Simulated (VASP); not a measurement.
# MgB (Pm-3m) in VASP: further runs

The runs below take MgB through single point, relaxation of cell and atoms, with HF, PBEsol-based screened hybrid, BLYP+D3(BJ), BLYP+D4, PBE.

Everything below comes from runs of VASP 6.6.1. Logs are shortened: lines on timing, memory, paths and dates and some standing lists are left out, and cuts for length are marked.

## 1. The cell of the first run

It takes space group Pm-3m (No. 221, cubic). Conventional cell: a = 2.940 Å, b = 2.940 Å, c = 2.940 Å, α = 90.00°, β = 90.00°, γ = 90.00°. Mg (site symmetry m-3m) has 8 B at 2.55 Å and 6 Mg at 2.94 Å within 3.4 Å. Within 3.4 Å of B (site symmetry m-3m) lie 8 Mg at 2.55 Å and 6 B at 2.94 Å.

## 2. Single point, HF

Contents of POSCAR:

```
MgB
1.0
    2.9404106536      0.0000000000      0.0000000000
    0.0000000000      2.9404106536      0.0000000000
    0.0000000000      0.0000000000      2.9404106536
Mg B
1 1
Direct
    0.0000000000      0.0000000000      0.0000000000
    0.5000000000      0.5000000000      0.5000000000
```

Contents of INCAR.step1:

```
SYSTEM = MgB
PREC     = Accurate       ! precision mode
ENCUT    = 520            ! plane-wave cutoff, eV
EDIFF    = 1E-5           ! SCF threshold, eV
ISMEAR   = -1             ! smearing method
SIGMA    = 0.05           ! smearing width, eV
LREAL    = .False.        ! projectors in reciprocal space
LASPH    = .True.         ! aspherical terms in the spheres
NELM     = 80             ! most SCF steps
ALGO     = Normal         ! electronic algorithm
ISIF     = 2              ! what is computed and relaxed
LWAVE    = .True.         ! write WAVECAR
NBANDS   = 10             ! bands
GGA      = PE             ! functional
```

Contents of INCAR.step2:

```
SYSTEM = MgB
PREC     = Accurate       ! precision mode
ENCUT    = 520            ! plane-wave cutoff, eV
EDIFF    = 1E-7           ! SCF threshold, eV
ISMEAR   = -1             ! smearing method
SIGMA    = 0.05           ! smearing width, eV
LREAL    = .False.        ! projectors in reciprocal space
LASPH    = .True.         ! aspherical terms in the spheres
NELM     = 80             ! most SCF steps
ALGO     = Normal         ! electronic algorithm
ISIF     = 2              ! what is computed and relaxed
LWAVE    = .False.        ! write WAVECAR
LCHARG   = .True.         ! write CHGCAR
GGA      = PE             ! functional
LHFCALC  = .True.         ! exact exchange
AEXX     = 1.0            ! exact-exchange fraction
ALDAC    = 0.0          
AGGAC    = 0.0          
PRECFOCK = Normal       
LELF     = .True.         ! ELF
LVHAR    = .True.       
NBANDS   = 10             ! bands
ISTART   = 1
```

Contents of KPOINTS:

```
Automatic mesh
0
Gamma
  5 5 5
  0 0 0
```

Potentials or basis: VASP PAW PBE potentials, release 64 (Mg, B).

Started as:

```bash
$ cat potpaw_PBE.64/Mg/POTCAR potpaw_PBE.64/B/POTCAR > POTCAR
$ cp INCAR.step1 INCAR
$ mpirun -np 1 vasp_std > vasp.out
$ cp INCAR.step2 INCAR
$ mpirun -np 1 vasp_std > vasp.out
```

OUTCAR:

```text
SYSTEM = MgB
   PREC = Accurate
   ENCUT = 520
   EDIFF = 1E-7
   ISMEAR = -1
   LREAL = .False.
   LASPH = .True.
   NELM = 80
   ISIF = 2
   GGA = PE
   LHFCALC = .True.
   AEXX = 1.0
   PRECFOCK = Normal
   ISTART = 1

 ion  position               nearest neighbor table
   1  0.000  0.000  0.000-   2 2.55   2 2.55   2 2.55   2 2.55   2 2.55   2 2.55   2 2.55   2 2.55

   2  0.500  0.500  0.500-   1 2.55   1 2.55   1 2.55   1 2.55   1 2.55   1 2.55   1 2.55   1 2.55

  LATTYP: Found a simple cubic cell.
 ALAT       =     2.9404106536

  Lattice vectors:

 A1 = (   2.9404106536,   0.0000000000,   0.0000000000)
 A2 = (   0.0000000000,   2.9404106536,   0.0000000000)
 A3 = (   0.0000000000,   0.0000000000,   2.9404106536)

Analysis of symmetry for initial positions (statically):
=====================================================================
 Subroutine PRICEL returns:
 Original cell was already a primitive cell.

 Routine SETGRP: Setting up the symmetry group for a
 simple cubic supercell.

 Subroutine GETGRP returns: Found 48 space group operations
 (whereof 48 operations were pure point group operations)
 out of a pool of 48 trial point group operations.

The static configuration has the point symmetry O_h .

Analysis of symmetry for dynamics (positions and initial velocities):
=====================================================================
 Subroutine PRICEL returns:
 Original cell was already a primitive cell.

 Routine SETGRP: Setting up the symmetry group for a
 simple cubic supercell.

 Subroutine GETGRP returns: Found 48 space group operations
 (whereof 48 operations were pure point group operations)
 out of a pool of 48 trial point group operations.

The dynamic configuration has the point symmetry O_h .

 Subroutine INISYM returns: Found 48 space group operations
 (whereof 48 operations are pure point group operations),
 and found     1 'primitive' translations

----------------------------------------------------------------------------------------

                                     Primitive cell

  volume of cell :      25.4228

  direct lattice vectors                    reciprocal lattice vectors
     2.940410654  0.000000000  0.000000000     0.340088552  0.000000000  0.000000000
     0.000000000  2.940410654  0.000000000     0.000000000  0.340088552  0.000000000
     0.000000000  0.000000000  2.940410654     0.000000000  0.000000000  0.340088552

  length of vectors
     2.940410654  2.940410654  2.940410654     0.340088552  0.340088552  0.340088552

  position of ions in fractional coordinates (direct lattice)
     0.000000000  0.000000000  0.000000000
     0.500000000  0.500000000  0.500000000

  ion indices of the primitive-cell ions
   primitive index   ion index
                 1           1
                 2           2

----------------------------------------------------------------------------------------

 KPOINTS: Automatic mesh

Automatic generation of k-mesh.
 Grid dimensions read from file:
 generate k-points for:    5    5    5

 Generating k-lattice:

  Cartesian coordinates                     Fractional coordinates (reciprocal lattice)
     0.068017710  0.000000000  0.000000000     0.200000000  0.000000000  0.000000000
     0.000000000  0.068017710  0.000000000     0.000000000  0.200000000  0.000000000
     0.000000000  0.000000000  0.068017710     0.000000000  0.000000000  0.200000000

  Length of vectors
     0.068017710  0.068017710  0.068017710

  Shift w.r.t. Gamma in fractional coordinates (k-lattice)
     0.000000000  0.000000000  0.000000000

 Subroutine IBZKPT returns following result:
 ===========================================

 Found     10 irreducible k-points:

 Following reciprocal coordinates:
            Coordinates               Weight
  0.000000  0.000000  0.000000      1.000000
  0.200000  0.000000  0.000000      6.000000
  0.400000  0.000000  0.000000      6.000000
  0.200000  0.200000  0.000000     12.000000
  0.400000  0.200000  0.000000     24.000000
  0.400000  0.400000  0.000000     12.000000
  0.200000  0.200000  0.200000      8.000000
  0.400000  0.200000  0.200000     24.000000
  0.400000  0.400000  0.200000     24.000000
  0.400000  0.400000  0.400000      8.000000
   k-points           NKPTS =     10   k-points in BZ     NKDIM =    125   number of bands    NBANDS=     10
   number of dos      NEDOS =    301   number of ions     NIONS =      2
   total plane-waves  NPLWV =  13824
   dimension x,y,z NGX =    24 NGY =   24 NGZ =   24
   dimension x,y,z NGXF=    48 NGYF=   48 NGZF=   48
   ions per type =               1   1
   NGX,Y,Z   is equivalent  to a cutoff of  13.57, 13.57, 13.57 a.u.
   NGXF,Y,Z  is equivalent  to a cutoff of  27.14, 27.14, 27.14 a.u.
 SYSTEM =  MgB
   PREC   = accura    normal or accurate (medium, high low for compatibility)
   ISTART =      1    job   : 0-new  1-cont  2-samecut
   ICHARG =      0    charge: 1-file 2-atom 10-const
   ISPIN  =      1    spin polarized calculation?
   LNONCOLLINEAR =      F non collinear calculations
   LSORBIT =      F    spin-orbit coupling
   LASPH  =      T    aspherical Exc in radial PAW
   ENCUT  =  520.0 eV  38.22 Ry    6.18 a.u.   5.47  5.47  5.47*2*pi/ulx,y,z
   NELM   =     80;   NELMIN=  2; NELMDL=  0     # of ELM steps
   EDIFF  = 0.1E-06   stopping-criterion for ELM
   LREAL  =      F    real-space projection
   EDIFFG = 0.1E-05   stopping-criterion for IOM
   NSW    =      0    number of steps for IOM
   IBRION =     -1    ionic relax: 0-MD 1-quasi-New 2-CG
   NFREE  =      0    steps in history (QN), initial steepest desc. (CG)
   ISIF   =      2    stress and relaxation
   ISYM   =      3    0-nonsym 1-usesym 2-fastsym
   POTIM  = 0.5000    time-step for ionic-motion
   TEBEG  =    0.0;   TEEND  =   0.0 temperature during run
   PSTRESS=    0.0 pullay stress
   NELECT =       5.0000    total number of electrons
   NUPDOWN=      -1.0000    fix difference up-down
   EMIN   =  10.00;   EMAX   =-10.00  energy-range for DOS
   EFERMI =   0.00;   METHOD = LEGACY
   ISMEAR =    -1;   SIGMA  =   0.05  broadening in eV -4-tet -1-fermi 0-gaus
   EFERMI_NEDOS =   21; number of points for ismear=-14 and -15
   IALGO  =     38    algorithm
   IMIX   =      1    mixing-type and parameters
     AMIX     =   0.40;   BMIX     =  1.00
     AMIX_MAG =   1.60;   BMIX_MAG =  1.00
  volume/ion in A,a.u.               =      12.71        85.78
  Fermi-wavevector in a.u.,A,eV,Ry     =   0.952044  1.799102 12.332144  0.906387
  Thomas-Fermi vector in A             =   2.080570
   LORBIT       =      0    0 simple, 1 ext, 2 COOP (PROOUT), +10 PAW based schemes
   GGA     = PE    functional components
   LHFCALC =     T    Hartree Fock is set to
   PRECFOCK=normal    Normal, Fast or Accurate (Low or Medium for compatibility)
   ENCUT4O =  -1.0   cutoff for four orbital integrals eV
   NKREDX  =     1    reduce k-point grid by
   NKREDY  =     1    reduce k-point grid by
   NKREDZ  =     1    reduce k-point grid by
   AEXX    =    1.0000 exact exchange contribution
   HFSCREEN=    0.0000 screening length (either q_TF or 0.3 A-1)
   HFSCREENC=   0.0000 screening length for correlation (either q_TF or 0.3 A-1)
   ENCUTFOCK=  -1.0 apply spherical cutoff to Coloumb kernel
   IVDW    =     0    specifies the selected vdW correction
   LEPSILON=     F    determine dielectric tensor
   LRPA    =     F    only Hartree local field effects (RPA)
 non-spin polarized calculation
  energy-cutoff  :      520.00
  volume of cell :       25.42
 maximum number of plane-waves:       698
 NGX is ok and might be reduce to    24
  NGX = 18; NGY = 18; NGZ = 18

 number of electron       5.0000000 magnetization

 Free energy of the ion-electron system (eV)
  ---------------------------------------------------
  ext. energy  EPLUGINS =         0.00000000
  ---------------------------------------------------
  free energy    TOTEN  =        -7.46151248 eV

  energy without entropy =       -7.45571756  energy(sigma->0) =       -7.45861502

 E-fermi :   6.3119     XC(G=0):   0.0000

 val. band max:        4.0888123760   @ k =   0.2000   0.2000   0.2000
 cond. band min:       6.3562243717   @ k =   0.2000   0.2000   0.0000
 fundamental gap:      2.2674119956
 Fermi energy:         6.3118592120

 k-point     1 :       0.0000    0.0000    0.0000
  band No.  band energies     occupation
      1     -13.0430      2.00000
      2      11.2079      0.00000
      3      11.2079      0.00000
      4      11.2079      0.00000
      5      16.0224      0.00000
      6      16.0224      0.00000
      7      18.7816      0.00000
      8      29.5592      0.00000
      9      29.5592      0.00000
     10      29.5592      0.00000

 k-point     2 :       0.2000    0.0000    0.0000
  band No.  band energies     occupation
      1     -12.1654      2.00000
      2       2.8703      2.00000
      3      11.8924      0.00000
      4      11.8924      0.00000
      5      16.9924      0.00000
      6      18.5714      0.00000
      7      21.9227      0.00000
      8      26.5762      0.00000
      9      26.5762      0.00000
     10      28.6018      0.00000

 k-point     3 :       0.4000    0.0000    0.0000
  band No.  band energies     occupation
      1      -9.7442      2.00000
      2      -3.5769      2.00000
      3      13.2736      0.00000
      4      13.2736      0.00000
      5      19.6961      0.00000
      6      20.2258      0.00000
      7      23.1714      0.00000
      8      23.2757      0.00000
      9      23.2757      0.00000
     10      23.8386      0.00000

 k-point     4 :       0.2000    0.2000    0.0000
  band No.  band energies     occupation
      1     -11.2926      2.00000
      2       3.0712      2.00000
      3       6.3562      0.58333
      4      12.5053      0.00000
      5      18.4621      0.00000
      6      20.4155      0.00000
      7      22.3037      0.00000
      8      24.7217      0.00000
      9      26.5178      0.00000
     10      28.1937      0.00000

 k-point     5 :       0.4000    0.2000    0.0000
  band No.  band energies     occupation
      1      -8.8803      2.00000
      2      -2.6480      2.00000
      3       8.5353      0.00000
      4      13.8179      0.00000
      5      16.6161      0.00000
      6      20.7611      0.00000
      7      23.2176      0.00000
      8      23.7787      0.00000
      9      25.4425      0.00000
     10      28.6795      0.00000

 k-point     6 :       0.4000    0.4000    0.0000
  band No.  band energies     occupation
      1      -6.4575      2.00000
      2      -0.8484      2.00000
      3       0.1643      2.00000
      4      11.8554      0.00000
      5      14.9462      0.00000
      6      22.4297      0.00000
      7      24.0340      0.00000
      8      24.8867      0.00000
      9      25.2588      0.00000
     10      26.1497      0.00000

 k-point     7 :       0.2000    0.2000    0.2000
  band No.  band energies     occupation
      1     -10.4261      2.00000
      2       4.0888      2.00000
      3       4.0888      2.00000
      4       8.7247      0.00000
      5      20.6279      0.00000
      6      20.6279      0.00000
      7      20.7119      0.00000
      8      25.4041      0.00000
      9      25.5846      0.00000
     10      25.5846      0.00000

 k-point     8 :       0.4000    0.2000    0.2000
  band No.  band energies     occupation
      1      -8.0300      2.00000
      2      -1.7844      2.00000
      3       8.5782      0.00000
      4       9.9438      0.00000
      5      16.9514      0.00000
      6      17.5452      0.00000
      7      21.7733      0.00000
      8      26.5994      0.00000
      9      26.7936      0.00000
     10      28.3638      0.00000

 k-point     9 :       0.4000    0.4000    0.2000
  band No.  band energies     occupation
      1      -5.6402      2.00000
      2      -0.0616      2.00000
      3       0.8821      2.00000
      4      11.0132      0.00000
      5      12.5168      0.00000
      6      18.5617      0.00000
      7      18.5689      0.00000
      8      25.5982      0.00000
      9      27.8791      0.00000
     10      30.2495      0.00000

 k-point    10 :       0.4000    0.4000    0.4000
  band No.  band energies     occupation
      1      -3.3110      2.00000
      2       1.7737      2.00000
      3       1.7737      2.00000
      4       3.5424      2.00000
      5      13.9477      0.00000
      6      13.9477      0.00000
      7      14.0979      0.00000
      8      22.0453      0.00000
      9      32.0920      0.00000
     10      32.6054      0.00000

------------------------ aborting loop because EDIFF is reached ----------------------------------------

  FORCE on cell =-STRESS in cart. coord.  units (eV):
  Direction    XX          YY          ZZ          XY          YZ          ZX
  --------------------------------------------------------------------------------------
  -------------------------------------------------------------------------------------
  Total       -0.0581819     -0.0581819     -0.0581819      0.0000000     -0.0000000      0.0000000
  in kB       -3.6666928     -3.6666928     -3.6666928      0.0000000     -0.0000000      0.0000000
  external PRESSURE =      -3.6666928 kB  Pullay stress =       0.0000000 kB

 VOLUME and BASIS-vectors are now :
 -----------------------------------------------------------------------------
  energy-cutoff  :      520.00
  volume of cell :       25.42
      direct lattice vectors                 reciprocal lattice vectors
     2.940410654  0.000000000  0.000000000     0.340088552  0.000000000  0.000000000
     0.000000000  2.940410654  0.000000000     0.000000000  0.340088552  0.000000000
     0.000000000  0.000000000  2.940410654     0.000000000  0.000000000  0.340088552

 POSITION                                       TOTAL-FORCE (eV/Angst)
 -----------------------------------------------------------------------------------
      0.00000      0.00000      0.00000         0.000000      0.000000      0.000000
      1.47021      1.47021      1.47021         0.000000      0.000000      0.000000
 -----------------------------------------------------------------------------------
    total drift:                               -0.000000     -0.000000      0.000000

  FREE ENERGIE OF THE ION-ELECTRON SYSTEM (eV)
  ---------------------------------------------------
  free  energy   TOTEN  =        -7.4615124803 eV

  energy  without entropy=       -7.4557175627  energy(sigma->0) =       -7.45861502
```

Wall time 90 s (1 thread of AMD EPYC 9R45 (Zen 5), shared host); peak memory 0.11 GiB.

What came out:

```yaml
Free_energy: -7.4615 eV
Pressure: -0.4 GPa
```

Caveat: the k points lie up to 0.43 Å⁻¹ apart; the PAW data sets were made with another functional, which shifts forces and pressure a little.

## 3. Relaxation of cell and atoms, PBEsol-based screened hybrid

This run uses another cell than the first one, of 12.13 Å³/atom, 0.955 times its volume.

Contents of POSCAR:

```
MgB
1.0
    2.8951500000      0.0000000000      0.0000000000
    0.0000000000      2.8951500000      0.0000000000
    0.0000000000      0.0000000000      2.8951500000
Mg B
1 1
Direct
    0.0000000000      0.0000000000      0.0000000000
    0.5000000000      0.5000000000      0.5000000000
```

Contents of INCAR.step1:

```
SYSTEM = MgB
  ALGO = Normal
  EDIFF = 1E-5
  ENCUT = 600
  GGA = PE
  ISMEAR = -1
  LASPH = .TRUE.
  LCHARG = .FALSE.
  LREAL = .FALSE.
  LWAVE = .TRUE.
  NBANDS = 10
  NELM = 80
  PREC = Accurate
  SIGMA = 0.05
```

Contents of INCAR.step2:

```
SYSTEM = MgB
  AEXX = 0.25
  ALGO = Normal
  EDIFF = 1E-6
  EDIFFG = -0.01
  ENCUT = 600
  GGA = PS
  HFSCREEN = 0.207
  IBRION = 2
  ISIF = 3
  ISMEAR = -1
  ISTART = 1
  LASPH = .TRUE.
  LCHARG = .FALSE.
  LHFCALC = .TRUE.
  LREAL = .FALSE.
  LWAVE = .FALSE.
  NELM = 80
  NSW = 60
  PREC = Accurate
  PRECFOCK = Normal
  SIGMA = 0.05
```

Contents of KPOINTS:

```
k-points
0
G
  5 5 5
  0 0 0
```

Potentials or basis: VASP PAW PBE potentials, release 64 (Mg, B).

Started as:

```bash
$ cat potpaw_PBE.64/Mg/POTCAR potpaw_PBE.64/B/POTCAR > POTCAR
$ cp INCAR.step1 INCAR
$ mpirun -np 1 vasp_std > vasp.out
$ cp INCAR.step2 INCAR
$ mpirun -np 1 vasp_std > vasp.out
```

Run time: 91 s. Hardware: 1 thread of AMD EPYC 9R45 (Zen 5), shared host; peak memory 0.22 GiB.

Results (log left out):

```
Free energy                            : -7.4293 eV
Relaxed volume                         : 11.85 Å³/atom
Relaxed cell                           : a = 2.873 Å, b = 2.873 Å, c = 2.873 Å, α = 90.00°, β = 90.00°, γ = 90.00°
Space group after relaxing (to 0.05 Å) : Pm-3m (No. 221)
Energy gained by relaxing              : 1.8 meV/atom
Ionic steps                            : 2
Pressure after relaxing                : 0.1 GPa
```

Step by step:
| step | energy change (eV) | largest force (eV/Å) | pressure (GPa) | volume (Å³) |
| --- | --- | --- | --- | --- |
| 1 | 0.0000 | 0.0000 | -2.12 | 24.27 |
| 2 | -0.0036 | 0.0000 | 0.09 | 23.71 |

Final structure:
```
Mg B
1.0
     2.87272    0.00000    0.00000
     0.00000    2.87272    0.00000
     0.00000    0.00000    2.87272
Mg B
1 1
Direct
  0.00000 0.00000 0.00000
  0.50000 0.50000 0.50000
```

Levels at points of the mesh, in eV from the Fermi level:
```csv
k point,band 1,band 2,band 3,band 4,band 5
"(0.00, 0.00, 0.00)",-12.63,2.96,2.96,2.96,7.44
```

Caveat: the k points lie up to 0.44 Å⁻¹ apart in the final cell; the PAW data sets were made with another functional, which shifts forces and pressure a little.

## 4. Single point, BLYP+D3(BJ)

This run uses another cell than the first one, of 11.24 Å³/atom, 0.884 times its volume.

Contents of INCAR:

```
SYSTEM = MgB
PREC = Accurate ; ENCUT = 520
EDIFF = 1E-6 ; ISMEAR = -1
SIGMA = 0.05 ; LREAL = .FALSE.
LASPH = .TRUE. ; NELM = 60
ALGO = Normal ; ISIF = 2
LWAVE = .FALSE. ; LCHARG = .TRUE.
GGA = B5 ; ALDAX = 1.0
AGGAX = 1.0 ; AGGAC = 1.0
ALDAC = 0.0 ; IVDW = 12
VDW_S6 = 1.0 ; VDW_S8 = 2.6996
VDW_A1 = 0.4298 ; VDW_A2 = 4.2359
LELF = .TRUE. ; LVHAR = .TRUE.
NBANDS = 10
```

Contents of KPOINTS:

```
Automatic mesh
0
G
  9 9 9
  0 0 0
```

Contents of POSCAR:

```
MgB
1.0
    2.8225038216      0.0000000000      0.0000000000
    0.0000000000      2.8225038216      0.0000000000
    0.0000000000      0.0000000000      2.8225038216
Mg B
1 1
Direct
    0.0000000000      0.0000000000      0.0000000000
    0.5000000000      0.5000000000      0.5000000000
```

Started as:

```bash
$ cat potpaw_PBE.64/Mg/POTCAR potpaw_PBE.64/B/POTCAR > POTCAR
$ mpirun -np 1 vasp_std > vasp.out
```

It took 12 s on 1 thread of Intel Xeon 6975P-C (Granite Rapids), shared host; peak memory 0.15 GiB.

Results (log left out):

| Property | Result |
| --- | --- |
| Free energy | -6.6382 eV |
| Pressure | -0.2 GPa |
| Dispersion energy per atom | -0.691 eV |

Levels at points of the mesh, in eV from the Fermi level:
```csv
k point,band 1,band 2,band 3,band 4,band 5,band 6,band 7
"(0.00, 0.00, 0.00)",-11.29,2.42,2.42,2.42,7.29,7.29,9.88
```

Caveat: the PAW data sets were made with another functional, which shifts forces and pressure a little; pairwise dispersion overbinds metals, which lowers pressure and volume.

(Part 1 of 2 ends here.)
